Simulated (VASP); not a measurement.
# InAs (I-4m2) in VASP: notebook

Runs on InAs. Level: PBE. Tasks: single point.

Program: VASP 6.6.1. These are calculated values, not measurements. Logs are shortened: lines on timing, memory, paths and dates and some standing lists are left out, and cuts for length are marked.

### 1 The cell of the first run

It takes space group I-4m2 (No. 119, tetragonal). The conventional cell has a = 4.277 Å, b = 4.277 Å, c = 6.108 Å, α = 90.00°, β = 90.00°, γ = 90.00°. In (site symmetry -4m2) has 4 As at 2.63 Å within 3.5 Å. Within 3.5 Å of As (site symmetry -4m2) lie 4 In at 2.63 Å.

### 2 Single point, PBE (strain +0.0100 x Voigt [0, 0, 1, 0, 0, 0])

Input file INCAR:

```
ALGO     = Normal         # electronic algorithm
EDIFF    = 1E-6           # SCF threshold, eV
ENCUT    = 520            # plane-wave cutoff, eV
GGA      = PE             # functional
ISIF     = 2              # what is computed and relaxed
ISMEAR   = 0              # smearing method
LASPH    = T              # aspherical terms in the spheres
LCHARG   = F              # write CHGCAR
LREAL    = F              # projectors in reciprocal space
LWAVE    = F              # write WAVECAR
NBANDS   = 16             # bands
NELM     = 60             # most SCF steps
PREC     = Accurate       # precision mode
SIGMA    = 0.15           # smearing width, eV
```

Input file KPOINTS:

```
k-points
0
Gamma
  14 14 14
```

Input file POSCAR:

```
InAs
1.0
    0.0000000000      3.0240000000      3.0542400000
    3.0240000000      0.0000000000      3.0542400000
    3.0240000000      3.0240000000      0.0000000000
In As
1 1
Direct
    0.0000000000      0.0000000000      0.0000000000
    0.7500000000      0.7500000000      0.7500000000
```

Potentials or basis: VASP PAW PBE potentials, release 64 (In_d, As).

On the command line:

```sh
$ cat potpaw_PBE.64/In_d/POTCAR potpaw_PBE.64/As/POTCAR > POTCAR
$ mpirun -np 1 vasp_std > vasp.out
```

OUTCAR:

```text
EDIFF = 1E-6
   ENCUT = 520
   GGA = PE
   ISIF = 2
   ISMEAR = 0
   LASPH = T
   LREAL = F
   NELM = 60
   PREC = Accurate

 ion  position               nearest neighbor table
   1  0.000  0.000  0.000-   2 2.63   2 2.63   2 2.63   2 2.63
   2  0.750  0.750  0.750-   1 2.63   1 2.63   1 2.63   1 2.63

  LATTYP: Found a body centered tetragonal cell.
 ALAT       =     4.2765818126
 C/A-ratio  =     1.4283556980

  Lattice vectors:

 A1 = (  -3.0240000000,   0.0000000000,   3.0542400000)
 A2 = (   3.0240000000,   0.0000000000,   3.0542400000)
 A3 = (   0.0000000000,   3.0240000000,  -3.0542400000)

Analysis of symmetry for initial positions (statically):
=====================================================================
 Subroutine PRICEL returns:
 Original cell was already a primitive cell.

 Routine SETGRP: Setting up the symmetry group for a
 body centered tetragonal supercell.

 Subroutine GETGRP returns: Found  8 space group operations
 (whereof  8 operations were pure point group operations)
 out of a pool of 16 trial point group operations.

The static configuration has the point symmetry D_2d.

Analysis of symmetry for dynamics (positions and initial velocities):
=====================================================================
 Subroutine PRICEL returns:
 Original cell was already a primitive cell.

 Routine SETGRP: Setting up the symmetry group for a
 body centered tetragonal supercell.

 Subroutine GETGRP returns: Found  8 space group operations
 (whereof  8 operations were pure point group operations)
 out of a pool of 16 trial point group operations.

The dynamic configuration has the point symmetry D_2d.

 Subroutine INISYM returns: Found  8 space group operations
 (whereof  8 operations are pure point group operations),
 and found     1 'primitive' translations

----------------------------------------------------------------------------------------

                                     Primitive cell

  volume of cell :      55.8595

  direct lattice vectors                    reciprocal lattice vectors
     0.000000000  3.024000000  3.054240000    -0.165343915  0.165343915  0.163706847
     3.024000000  0.000000000  3.054240000     0.165343915 -0.165343915  0.163706847
     3.024000000  3.024000000  0.000000000     0.165343915  0.165343915 -0.163706847

  length of vectors
     4.298017913  4.298017913  4.276581813     0.285442030  0.285442030  0.285442030

[... 79 lines left out ...]
   NELM   =     60;   NELMIN=  2; NELMDL= -5     # of ELM steps
   EDIFF  = 0.1E-05   stopping-criterion for ELM
   LREAL  =      F    real-space projection
   EDIFFG = 0.1E-04   stopping-criterion for IOM
   NSW    =      0    number of steps for IOM
   IBRION =     -1    ionic relax: 0-MD 1-quasi-New 2-CG
   NFREE  =      0    steps in history (QN), initial steepest desc. (CG)
   ISIF   =      2    stress and relaxation
   ISYM   =      2    0-nonsym 1-usesym 2-fastsym
   POTIM  = 0.5000    time-step for ionic-motion
   TEBEG  =    0.0;   TEEND  =   0.0 temperature during run
   PSTRESS=    0.0 pullay stress
   NELECT =      18.0000    total number of electrons
   NUPDOWN=      -1.0000    fix difference up-down
   EMIN   =  10.00;   EMAX   =-10.00  energy-range for DOS
   EFERMI =   0.00;   METHOD = LEGACY
   ISMEAR =     0;   SIGMA  =   0.15  broadening in eV -4-tet -1-fermi 0-gaus
   EFERMI_NEDOS =   21; number of points for ismear=-14 and -15
   IALGO  =     38    algorithm
   IMIX   =      4    mixing-type and parameters
     AMIX     =   0.40;   BMIX     =  1.00
     AMIX_MAG =   1.60;   BMIX_MAG =  1.00
  volume/ion in A,a.u.               =      27.93       188.48
  Fermi-wavevector in a.u.,A,eV,Ry     =   1.122363  2.120959 17.139248  1.259699
  Thomas-Fermi vector in A             =   2.259023
   LORBIT       =      0    0 simple, 1 ext, 2 COOP (PROOUT), +10 PAW based schemes
   GGA     = PE    functional components
   LHFCALC =     F    Hartree Fock is set to
   AEXX    =    0.0000 exact exchange contribution
   IVDW    =     0    specifies the selected vdW correction
   LEPSILON=     F    determine dielectric tensor
   LRPA    =     F    only Hartree local field effects (RPA)
 non-spin polarized calculation
 Gauss-broadening in eV      SIGMA  =   0.15
  energy-cutoff  :      520.00
  volume of cell :       55.86
 maximum number of plane-waves:      1524
   NGX = 15   NGY = 15   NGZ = 15

 number of electron      17.9999991 magnetization

 Free energy of the ion-electron system (eV)
  ---------------------------------------------------
  ext. energy  EPLUGINS =         0.00000000
  ---------------------------------------------------
  free energy    TOTEN  =        -7.68613956 eV

  energy without entropy =       -7.68597045  energy(sigma->0) =       -7.68605500

 E-fermi :   4.5431     XC(G=0):  -9.0480

 val. band max:        4.4173741853   @ k =   0.0000   0.0000   0.0000
 cond. band min:       5.0857567157   @ k =   0.0714   0.0000   0.0000
 fundamental gap:      0.6683825304
 Fermi energy:         4.5430851774

 k-point     1 :       0.0000    0.0000    0.0000
  band No.  band energies     occupation
      1      -9.9706      2.00000
      2      -9.9669      2.00000
      3      -9.9669      2.00000
      4      -9.8474      2.00000
      5      -9.8459      2.00000
      6      -7.3926      2.00000
[... 433 lines left out ...]
      3      -9.9378      2.00000
      4      -9.8545      2.00000
      5      -9.8399      2.00000
      6      -6.6919      2.00000
[... 8 lines left out ...]
     15      14.1743      0.00000
     16      14.1792      0.00000

 [... further k-points ...]

------------------------ aborting loop because EDIFF is reached ----------------------------------------

  FORCE on cell =-STRESS in cart. coord.  units (eV):
  Direction    XX          YY          ZZ          XY          YZ          ZX
  --------------------------------------------------------------------------------------
  -------------------------------------------------------------------------------------
  Total        1.1826061      1.1826061      1.0688033      0.0000000     -0.0000000      0.0000000
  in kB       33.9198523     33.9198523     30.6557295      0.0000000     -0.0000000      0.0000000
  external PRESSURE =      32.8318113 kB  Pullay stress =       0.0000000 kB

 VOLUME and BASIS-vectors are now :
 -----------------------------------------------------------------------------
  energy-cutoff  :      520.00
  volume of cell :       55.86
      direct lattice vectors                 reciprocal lattice vectors
     0.000000000  3.024000000  3.054240000    -0.165343915  0.165343915  0.163706847
     3.024000000  0.000000000  3.054240000     0.165343915 -0.165343915  0.163706847
     3.024000000  3.024000000  0.000000000     0.165343915  0.165343915 -0.163706847

 POSITION                                       TOTAL-FORCE (eV/Angst)
 -----------------------------------------------------------------------------------
      0.00000      0.00000      0.00000         0.000000      0.000000      0.000000
      4.53600      4.53600      4.58136        -0.000000     -0.000000     -0.000000
 -----------------------------------------------------------------------------------
    total drift:                                0.000000      0.000000      0.000000

  FREE ENERGIE OF THE ION-ELECTRON SYSTEM (eV)
  ---------------------------------------------------
  free  energy   TOTEN  =        -7.6861395567 eV

  energy  without entropy=       -7.6859704460  energy(sigma->0) =       -7.68605500
```

OSZICAR:

```text
N       E                     dE             d eps       ncg     rms          rms(c)
DAV:   1     0.113393857316E+03    0.11339E+03   -0.83114E+03  7832   0.120E+03
DAV:   2    -0.234910947539E+00   -0.11363E+03   -0.10895E+03  8576   0.296E+02
DAV:   3    -0.776064393181E+01   -0.75257E+01   -0.74790E+01 10144   0.748E+01
DAV:   4    -0.794984506433E+01   -0.18920E+00   -0.18916E+00  9760   0.132E+01
DAV:   5    -0.795845438325E+01   -0.86093E-02   -0.86092E-02 11592   0.240E+00    0.447E+00
DAV:   6    -0.770851403777E+01    0.24994E+00   -0.37331E-01 12448   0.102E+01    0.249E+00
DAV:   7    -0.768421746618E+01    0.24297E-01   -0.11459E-01 10680   0.298E+00    0.725E-01
DAV:   8    -0.768532686912E+01   -0.11094E-02   -0.13401E-02 10016   0.131E+00    0.191E-01
DAV:   9    -0.768592266688E+01   -0.59580E-03   -0.97084E-04  9792   0.267E-01    0.112E-01
DAV:  10    -0.768609116945E+01   -0.16850E-03   -0.20175E-04 10440   0.200E-01    0.615E-02
DAV:  11    -0.768613927429E+01   -0.48105E-04   -0.11370E-04  9392   0.120E-01    0.398E-02
DAV:  12    -0.768613955675E+01   -0.28246E-06   -0.65849E-06  9376   0.304E-02
   1 F= -.76861396E+01 E0= -.76860550E+01  d E =-.169111E-03
```

stdout:

```text
POSCAR found type information on POSCAR InAs
 POSCAR found :  2 types and       2 ions
 scaLAPACK will be used
 LDA part: xc-table for (Slater+PW92), standard interpolation
 POSCAR, INCAR and KPOINTS ok, starting setup
 FFT: planning ... GRIDC
 FFT: planning ... GRID_SOFT
 FFT: planning ... GRID
 WAVECAR not read
 entering main loop
```

It took 82 s on 1 thread of AMD EPYC 9R45 (Zen 5), shared host; peak memory 0.32 GiB.

Results:

```yaml
Free_energy: -7.6861 eV
Pressure: 3.3 GPa
Band_gap_on_the_k_mesh: zero (filled and empty bands touch)
```

Caveat: the cell differs from its parent crystal (strain +0.0100 x Voigt [0, 0, 1, 0, 0, 0]); spin-orbit coupling is left out, which moves the levels of the heavy elements.

### 3 Single point, PBE (strain +0.0200 x Voigt [0, 0, 1, 0, 0, 0])

Input file INCAR:

```
  PREC = Accurate
  ENCUT = 520
  EDIFF = 1E-6
  ISMEAR = 0
  SIGMA = 0.15
  LREAL = False
  LASPH = True
  NELM = 80
  ALGO = Normal
  ISIF = 2
  LWAVE = False
  LCHARG = False
  GGA = PE
  NBANDS = 16
```

Input file KPOINTS:

```
Automatic mesh
0
Gamma
  14 14 14
```

Input file POSCAR:

```
InAs
1.0
    0.0000000000      3.0240000000      3.0844800000
    3.0240000000      0.0000000000      3.0844800000
    3.0240000000      3.0240000000      0.0000000000
In As
1 1
Direct
    0.0000000000      0.0000000000      0.0000000000
    0.7500000000      0.7500000000      0.7500000000
```

Potentials or basis: VASP PAW PBE potentials, release 64 (In_d, As).

On the command line:

```sh
$ cat potpaw_PBE.64/In_d/POTCAR potpaw_PBE.64/As/POTCAR > POTCAR
$ mpirun -np 1 vasp_std > vasp.out
```

Wall time 76 s (1 thread of AMD EPYC 9R45 (Zen 5), shared host); peak memory 0.32 GiB.

It converged, with:

```yaml
Free_energy: -7.6954 eV
Pressure: 2.7 GPa
Band_gap_on_the_k_mesh: zero (filled and empty bands touch)
```

Stress tensor (GPa, compression positive):
```
2.89 0.00 0.00
0.00 2.89 0.00
0.00 0.00 2.22
```

Levels at points of the mesh, in eV from the Fermi level:
```csv
k point,band 7,band 8,band 9,band 10,band 11,band 12
"(0.00, 0.00, 0.00)",-0.45,-0.22,-0.12,-0.12,3.74,3.74
"(0.50, 0.00, 0.00)",-5.81,-1.17,-1.04,0.76,4.46,4.58
"(0.50, 0.50, 0.00)",-5.97,-2.33,-2.33,1.50,2.02,8.79
"(0.50, 0.00, 0.50)",-5.86,-2.44,-2.43,1.40,1.85,8.88
```

Caveat: the cell differs from its parent crystal (strain +0.0200 x Voigt [0, 0, 1, 0, 0, 0]); spin-orbit coupling is left out, which moves the levels of the heavy elements.

### 4 Single point, PBE (strain +0.0300 x Voigt [0, 0, 1, 0, 0, 0])

Input file INCAR:

```
SYSTEM = InAs
ALGO = Normal
EDIFF = 1E-6
ENCUT = 520
GGA = PE
ISIF = 2
ISMEAR = 0
LASPH = .True.
LCHARG = .False.
LREAL = .False.
LWAVE = .False.
NBANDS = 16
NELM = 60
PREC = Accurate
SIGMA = 0.15
```

Input file KPOINTS:

```
k-points
0
Gamma
  14 14 14
  0 0 0
```

Input file POSCAR:

```
InAs
1.0
    0.0000000000      3.0240000000      3.1147200000
    3.0240000000      0.0000000000      3.1147200000
    3.0240000000      3.0240000000      0.0000000000
In As
1 1
Direct
    0.0000000000      0.0000000000      0.0000000000
    0.7500000000      0.7500000000      0.7500000000
```

Potentials or basis: VASP PAW PBE potentials, release 64 (In_d, As).

On the command line:

```sh
$ cat potpaw_PBE.64/In_d/POTCAR potpaw_PBE.64/As/POTCAR > POTCAR
$ mpirun -np 1 vasp_std > vasp.out
```

OUTCAR:

```text
SYSTEM = InAs
   EDIFF = 1E-6
   ENCUT = 520
   GGA = PE
   ISIF = 2
   ISMEAR = 0
   LASPH = .True.
   LREAL = .False.
   NELM = 60
   PREC = Accurate

 ion  position               nearest neighbor table
   1  0.000  0.000  0.000-   2 2.65   2 2.65   2 2.65   2 2.65
   2  0.750  0.750  0.750-   1 2.65   1 2.65   1 2.65   1 2.65

  LATTYP: Found a body centered tetragonal cell.
 ALAT       =     4.2765818126
 C/A-ratio  =     1.4566399692

  Lattice vectors:

 A1 = (  -3.0240000000,   0.0000000000,   3.1147200000)
 A2 = (   3.0240000000,   0.0000000000,   3.1147200000)
 A3 = (   0.0000000000,   3.0240000000,  -3.1147200000)

Analysis of symmetry for initial positions (statically):
=====================================================================
 Subroutine PRICEL returns:
 Original cell was already a primitive cell.

 Routine SETGRP: Setting up the symmetry group for a
 body centered tetragonal supercell.

 Subroutine GETGRP returns: Found  8 space group operations
 (whereof  8 operations were pure point group operations)
 out of a pool of 16 trial point group operations.

The static configuration has the point symmetry D_2d.

Analysis of symmetry for dynamics (positions and initial velocities):
[... 161 lines left out ...]
 val. band max:        4.2554000780   @ k =   0.0000   0.0000   0.0000
 cond. band min:       4.8362859711   @ k =   0.0714   0.0000   0.0000
 fundamental gap:      0.5808858931
 Fermi energy:         4.3699315573

 k-point     1 :       0.0000    0.0000    0.0000
  band No.  band energies     occupation
      1     -10.1322      2.00000
      2     -10.1215      2.00000
      3     -10.1214      2.00000
      4     -10.0140      2.00000
      5     -10.0094      2.00000
      6      -7.4619      2.00000
[... 433 lines left out ...]
      3     -10.0948      2.00000
      4     -10.0158      2.00000
      5     -10.0079      2.00000
      6      -6.7969      2.00000
[... 8 lines left out ...]
     15      13.9275      0.00000
     16      13.9925      0.00000

 [... further k-points ...]

------------------------ aborting loop because EDIFF is reached ----------------------------------------

  FORCE on cell =-STRESS in cart. coord.  units (eV):
  Direction    XX          YY          ZZ          XY          YZ          ZX
  --------------------------------------------------------------------------------------
  -------------------------------------------------------------------------------------
  Total        0.8591560      0.8591560      0.4933293      0.0000000     -0.0000000      0.0000000
  in kB       24.1640679     24.1640679     13.8750606      0.0000000     -0.0000000      0.0000000
  external PRESSURE =      20.7343988 kB  Pullay stress =       0.0000000 kB

 VOLUME and BASIS-vectors are now :
 -----------------------------------------------------------------------------
  energy-cutoff  :      520.00
  volume of cell :       56.97
      direct lattice vectors                 reciprocal lattice vectors
     0.000000000  3.024000000  3.114720000    -0.165343915  0.165343915  0.160528073
     3.024000000  0.000000000  3.114720000     0.165343915 -0.165343915  0.160528073
     3.024000000  3.024000000  0.000000000     0.165343915  0.165343915 -0.160528073

 POSITION                                       TOTAL-FORCE (eV/Angst)
 -----------------------------------------------------------------------------------
      0.00000      0.00000      0.00000         0.000000      0.000000      0.000000
      4.53600      4.53600      4.67208        -0.000000     -0.000000     -0.000000
 -----------------------------------------------------------------------------------
    total drift:                                0.000000      0.000000     -0.000001

  FREE ENERGIE OF THE ION-ELECTRON SYSTEM (eV)
  ---------------------------------------------------
  free  energy   TOTEN  =        -7.7017057430 eV

  energy  without entropy=       -7.7015460564  energy(sigma->0) =       -7.70162590
```

Run time: 79 s. Hardware: 1 thread of AMD EPYC 9R45 (Zen 5), shared host; peak memory 0.33 GiB.

Results:

```
Free energy            : -7.7017 eV
Pressure               : 2.1 GPa
Band gap on the k mesh : zero (filled and empty bands touch)
```

Stress tensor (GPa, compression positive):
```
2.42 0.00 0.00
0.00 2.42 0.00
0.00 0.00 1.39
```

Levels at points of the mesh, in eV from the Fermi level:
```
           k point  band 5  band 6  band 7  band 8  band 9  band 10  band 11  band 12  band 13  band 14
(0.00, 0.00, 0.00)  -14.38  -11.83   -0.52   -0.26   -0.11    -0.11     3.72     3.72     3.78     7.24
(0.50, 0.00, 0.00)  -14.37  -10.45   -5.77   -1.20   -1.01     0.72     4.42     4.59     6.66     8.71
(0.50, 0.50, 0.00)  -14.37  -10.00   -5.98   -2.28   -2.28     1.53     2.06     8.66     8.89     8.89
(0.50, 0.00, 0.50)  -14.36   -9.92   -5.82   -2.44   -2.43     1.39     1.81     8.75     8.90     9.00
```

Caveat: the cell differs from its parent crystal (strain +0.0300 x Voigt [0, 0, 1, 0, 0, 0]); spin-orbit coupling is left out, which moves the levels of the heavy elements.

### 5 Single point, PBE (strain +0.0350 x Voigt [0, 0, 1, 0, 0, 0])

Input file INCAR:

```
PREC = Accurate
ENCUT = 520
EDIFF = 1E-7
ISMEAR = 0
SIGMA = 0.15
LREAL = F
LASPH = T
NELM = 100
ALGO = Normal
ISIF = 2
LWAVE = F
LCHARG = F
GGA = PE
NBANDS = 16
```

Input file KPOINTS:

```
Automatic mesh
0
Gamma
  14 14 14
```

Input file POSCAR:

```
InAs
1.0
    0.0000000000      3.0240000000      3.1298400000
    3.0240000000      0.0000000000      3.1298400000
    3.0240000000      3.0240000000      0.0000000000
In As
1 1
Direct
    0.0000000000      0.0000000000      0.0000000000
    0.7500000000      0.7500000000      0.7500000000
```

On the command line:

```sh
$ cat potpaw_PBE.64/In_d/POTCAR potpaw_PBE.64/As/POTCAR > POTCAR
$ mpirun -np 1 vasp_std > vasp.out
```

Run time: 93 s. Hardware: 1 thread of AMD EPYC 9R45 (Zen 5), shared host; peak memory 0.32 GiB.

The run converged. Its results:

| Property | Result |
| --- | --- |
| Free energy | -7.7038 eV |
| Pressure | 1.8 GPa |
| Band gap on the k mesh | zero (filled and empty bands touch) |

Stress tensor (GPa, compression positive):
```
2.20 0.00 0.00
0.00 2.20 0.00
0.00 0.00 0.99
```

Levels at points of the mesh, in eV from the Fermi level:
```
           k point  band 7  band 8  band 9  band 10  band 11  band 12
(0.00, 0.00, 0.00)   -0.55   -0.29   -0.11    -0.11     3.70     3.70
(0.50, 0.00, 0.00)   -5.76   -1.22   -0.99     0.70     4.40     4.59
(0.50, 0.50, 0.00)   -5.98   -2.25   -2.25     1.55     2.08     8.59
(0.50, 0.00, 0.50)   -5.79   -2.44   -2.43     1.38     1.79     8.68
```

Caveat: the cell differs from its parent crystal (strain +0.0350 x Voigt [0, 0, 1, 0, 0, 0]); spin-orbit coupling is left out, which moves the levels of the heavy elements.

### 6 Summary

| cell | gap on the mesh (eV) | pressure (GPa) |
| --- | --- | --- |
| a = 4.298, b = 4.298, c = 4.277 Å, angles 60.2, 60.2, 59.7°, 2 atoms | none | 3.3 |
| a = 4.320, b = 4.320, c = 4.277 Å, angles 60.3, 60.3, 59.3°, 2 atoms | none | 2.7 |
| a = 4.341, b = 4.341, c = 4.277 Å, angles 60.5, 60.5, 59.0°, 2 atoms | none | 2.1 |
| a = 4.352, b = 4.352, c = 4.277 Å, angles 60.6, 60.6, 58.9°, 2 atoms | none | 1.8 |

Alike in all rows: task single point; level PBE; potentials or basis VASP PAW PBE potentials, release 64 (In_d, As); no spin polarisation; k mesh 14 × 14 × 14; cutoff (eV) 520; smearing gaussian 0.15 eV.

Caveats: spin-orbit coupling is left out, which moves the levels of the heavy elements.

Absolute energies hang on the potentials; compare differences alone.
